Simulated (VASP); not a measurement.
A run of VASP 6.6.1 is set up as follows.

File INCAR:

```
PREC = Accurate ; ENCUT = 600
EDIFF = 1E-6 ; ISMEAR = 0
SIGMA = 0.1 ; LREAL = F
LASPH = T ; NELM = 80
ALGO = Normal ; ISIF = 3
LWAVE = F ; LCHARG = F
GGA = PE ; IVDW = 12
IBRION = 2 ; NSW = 90
EDIFFG = -0.04
```

File KPOINTS:

```
regular mesh
0
Gamma
  6 6 6
```

POSCAR

```
SiO2
1.0
    1.3061937200      0.7541313000      4.3819820300
   -1.3061937200      0.7541313000      4.3819820300
    0.0000000000     -1.5082626000      4.3819820300
Si O
1 2
Direct
    0.5000000000      0.5000000000      0.5000000000
    0.9007298500      0.9007298500      0.9007298500
    0.0992701500      0.0992701500      0.0992701500
```

Potentials or basis: VASP PAW PBE potentials, release 64 (Si, O).

Command:

```sh
$ cat potpaw_PBE.64/Si/POTCAR potpaw_PBE.64/O/POTCAR > POTCAR
$ mpirun -np 1 vasp_std > vasp.out
```

Q: Predict the relaxed volume.

A: 10.08 Å³/atom.

Q: What does it give for the space group after relaxing (to 0.1 Å)?

A: R-3m (No. 166).

Q: Predict the dispersion energy per atom.

A: -0.177 eV.

Q: Estimate the relaxed cell.

A: a = 5.068 Å, b = 5.068 Å, c = 5.068 Å, α = 30.79°, β = 30.79°, γ = 30.79°.

Final structure:
```
Si O
1.0
     1.34544    0.77679    4.82378
    -1.34544    0.77679    4.82378
     0.00000   -1.55358    4.82378
Si O
1 2
Direct
  0.50000 0.50000 0.50000
  0.89656 0.89656 0.89656
  0.10344 0.10344 0.10344
```

Caveat: the k points lie up to 0.46 Å⁻¹ apart in the final cell; the volume moved by over 15 % at a fixed basis, so the end points are rough.
